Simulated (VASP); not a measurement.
Crystal: HgTe.

```
CELL_PARAMETERS angstrom
0.00000 3.25236 3.25236
3.25236 0.00000 3.25236
3.25236 3.25236 0.00000
ATOMIC_POSITIONS crystal
Hg 0.00000 0.00000 0.00000
Te 0.25000 0.25000 0.25000
```

This cell differs from its parent crystal: strain -1.1%.

Base run:

| Quantity | Value |
| --- | --- |
| Program | VASP 6.6.1 |
| Functional | PBE |
| Potentials or basis | VASP PAW PBE potentials, release 64 (Hg, Te) |
| Cutoff | 520 eV |
| k mesh | 6 × 6 × 6 |
| Occupations | fermi-dirac, width 0.02 eV |
| Spin | no spin polarisation |

Its results: band gap on the k mesh zero (filled and empty bands touch); pressure 2.8 GPa.

Problem. The run is repeated on the same cell with these changes: functional from PBE to r2SCAN. What comes out?

Solution. Band gap on the k mesh zero (filled and empty bands touch); pressure 1.5 GPa.

Caveats: semilocal functionals underestimate gaps, so a narrow gap can read as zero; spin-orbit coupling is left out, which moves the levels of the heavy elements; the PAW data sets were made with another functional, which shifts forces and pressure a little (at least some runs).
